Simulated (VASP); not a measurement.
Runs of VASP 6.6.1 on Fe. The structure is that of space group P6_3/mmc (No. 194), or close to it. The cells are those of the table. 

```csv
cell,k mesh,gap on the mesh (eV),pressure (GPa)
"a = 2.483, b = 2.483, c = 7.993 Å, angles 90.0, 90.0, 120.0°, 4 atoms",17 × 17 × 5,none,-10.7
"a = 2.349, b = 2.349, c = 7.560 Å, angles 90.0, 90.0, 120.0°, 4 atoms",17 × 17 × 5,none,47.6
"a = 2.451, b = 2.451, c = 7.889 Å, angles 90.0, 90.0, 120.0°, 4 atoms",19 × 19 × 6,none,-0.6
"a = 2.418, b = 2.418, c = 7.783 Å, angles 90.0, 90.0, 120.0°, 4 atoms",17 × 17 × 5,none,12.0
"a = 2.451, b = 2.451, c = 7.889 Å, angles 90.0, 90.0, 120.0°, 4 atoms",17 × 17 × 5,none,-0.7
"a = 2.384, b = 2.384, c = 7.673 Å, angles 90.0, 90.0, 120.0°, 4 atoms",17 × 17 × 5,none,(a)
"a = 2.451, b = 2.451, c = 7.889 Å, angles 90.0, 90.0, 120.0°, 4 atoms",14 × 14 × 4,none,-0.7
"a = 2.545, b = 2.545, c = 8.193 Å, angles 90.0, 90.0, 120.0°, 4 atoms",17 × 17 × 5,none,(b)
"a = 2.515, b = 2.515, c = 8.094 Å, angles 90.0, 90.0, 120.0°, 4 atoms",17 × 17 × 5,none,-18.6
```

Alike in all rows: task single point; level PBE; potentials or basis VASP PAW PBE potentials, release 64 (Fe); no spin polarisation; cutoff (eV) 520; smearing fermi-dirac 0.1 eV.

**Question.** Fill in the values left out.

**Answer.** (a) 27.8; (b) -25.0.

Caveats: the run has no spin polarisation, though such a crystal can be magnetic.

A gap of «none» marks levels without a gap at the run's occupations.
